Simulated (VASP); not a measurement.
TiSi4Mo:

```
Ti Si Mo
1.0
     0.00000    4.26218    4.41267
     2.47346    0.00000    4.41267
     2.47346    4.26218    0.00000
Ti Si Mo
1 4 1
Direct
  0.50000 0.50000 0.50000
  0.83743 0.16257 0.83743
  0.16257 0.83743 0.16257
  0.08743 0.41257 0.08743
  0.41257 0.08743 0.41257
  0.75000 0.75000 0.75000
```

```yaml
Program: VASP 6.6.1
Task: relaxation of cell and atoms
Functional: PBE
Potentials_or_basis: VASP PAW PBE potentials, release 64 (Ti_sv, Si, Mo_sv)
Cutoff: 600 eV
k_mesh: 4 × 4 × 4
Occupations: gaussian, width 0.1 eV
Spin: no spin polarisation
```

At the start: pressure -15.1 GPa; volume 15.51 Å³/atom.

Q: Where does the relaxation end?

A: Over 13 steps the energy falls by 102.4 meV/atom and the volume is 13.88 Å³/atom (-10.5 %); space group F222 (No. 22, to 0.05 Å).

The path:
```
step  energy change (eV)  largest force (eV/Å)  pressure (GPa)  volume (Å³)
   1              0.0000                0.5603          -15.13        93.04
   2              0.0502                0.5179           24.41        74.66
   3             -0.5464                0.5925           -0.09        83.31
   4             -0.5467                0.5921            0.31        83.12
   5             -0.5905                0.3961            0.41        82.87
   6             -0.5969                0.2735            0.59        82.72
   7             -0.6087                0.0934           -0.45        83.26
   8             -0.6091                0.0773           -0.67        83.38
   9             -0.6125                0.0568            0.71        82.88
  10             -0.6127                0.0606            0.43        82.98
  11             -0.6141                0.0479           -0.01        83.28
  12             -0.6141                0.0475           -0.03        83.29
  13             -0.6143                0.0176           -0.03        83.29
```

Final structure:
```xyz
6
Lattice="0.0000 4.1438 4.2927 2.3412 0.0000 4.2927 2.3412 4.1438 0.0000" Properties=species:S:1:pos:R:3 pbc="T T T"
Ti    2.3412    4.1438    4.2927
Si    2.3412    7.0307    4.2927
Si    2.3412    1.2568    4.2927
Si    1.1706    0.7545    2.1464
Si    1.1706    3.3893    2.1464
Mo    3.5118    6.2156    6.4391
```

Caveat: the k points lie up to 0.43 Å⁻¹ apart in the final cell.
